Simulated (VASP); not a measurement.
FePt:

```xyz
2
Lattice="2.7217 0.0000 0.0000 0.0000 2.7217 0.0000 0.0000 0.0000 3.7000" Properties=species:S:1:pos:R:3 pbc="T T T"
Fe    1.3608    1.3608    1.8500
Pt    0.0000    0.0000    0.0000
```

```yaml
Program: VASP 6.6.1
Task: relaxation of cell and atoms
Functional: PBE
Potentials_or_basis: VASP PAW PBE potentials, release 64 (Fe, Pt)
Cutoff: 600 eV
k_mesh: 6 × 6 × 6
Occupations: gaussian, width 0.1 eV
Spin: collinear spin, ferromagnetic start
Starting_moments: "[4.0, 0.0] μB"
```

At the start: pressure 4.6 GPa; volume 13.70 Å³/atom.

Q: How do energy, volume and symmetry change on relaxing?

A: Over 4 steps the energy falls by 6.6 meV/atom and the volume is 14.00 Å³/atom (+2.2 %); space group P4/mmm (No. 123, to 0.1 Å) before and after; moment 3.32 μB per cell.

The path:
```
step  energy change (eV)  largest force (eV/Å)  pressure (GPa)  volume (Å³)
   1              0.0000                0.0000            4.62        27.41
   2              0.0095                0.0000           -6.73        29.00
   3             -0.0106                0.0000           -0.58        28.06
   4             -0.0133                0.0000           -0.18        28.01
```

Final structure:
```yaml
crystal:
  lattice:
    - [2.72423, 0.00000, 0.00000]
    - [0.00000, 2.72423, 0.00000]
    - [0.00000, 0.00000, 3.77403]
  atoms:
    - { symbol: Fe, position: [0.50000, 0.50000, 0.50000] }
    - { symbol: Pt, position: [0.00000, 0.00000, 0.00000] }
```

Caveat: the k points lie up to 0.38 Å⁻¹ apart in the final cell.
